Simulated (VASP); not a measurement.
Wanted: the native input for a VASP 6.6.1 run.

```yaml
Task: single point
Functional: PBEsol
Dispersion: D3(BJ)
Potentials_or_basis: VASP PAW PBE potentials, release 64 (C)
Cutoff: 520 eV
k_mesh: 15 × 15 × 15
Occupations: gaussian, width 0.05 eV
Spin: no spin polarisation
Dipole_correction: no
Further_INCAR_settings: ALGO = Normal; EDIFF = 1e-06; NBANDS = 11
```

The structure of C lies in POSCAR:

```
C
1.0
    1.2495711806      0.7214402575      3.3377940636
   -1.2495711806      0.7214402575      3.3377940636
    0.0000000000     -1.4428805149      3.3377940636
C
2
Direct
    0.1503108337      0.1828563987      0.1665836162
    0.8496891663      0.8171436013      0.8334163838
```

This cell differs from its parent crystal: atoms displaced along a vibrational mode, the cell strained.

These files were run (other wordings do the same):

INCAR

```
PREC = Accurate
ENCUT = 520
EDIFF = 1E-6
ISMEAR = 0
SIGMA = 0.05
LREAL = F
LASPH = T
NELM = 100
ALGO = Normal
ISIF = 2
LWAVE = F
LCHARG = F
GGA = PS
IVDW = 12
NBANDS = 11
```

KPOINTS

```
Automatic mesh
0
Gamma
  15 15 15
```

Potentials or basis: VASP PAW PBE potentials, release 64 (C).

Run with:

```sh
$ cat potpaw_PBE.64/C/POTCAR > POTCAR
$ mpirun -np 1 vasp_std > vasp.out
```

It gave:

```json
{"Pressure": "-10.3 GPa", "Largest force": "3.981 eV/Å", "Dispersion energy per atom": "-0.110 eV"}
```

Caveat: the cell differs from its parent crystal (atoms displaced along a vibrational mode, the cell strained); the stress differs along the axes, from -16 to -0 GPa; the PAW data sets were made with another functional, which shifts forces and pressure a little.

It took 10 min on 1 thread of Intel(R) Xeon(R) Platinum 8259CL CPU @ 2.50GHz (Skylake/Cascade Lake), with other jobs on the host, peak memory 0.4 GiB.
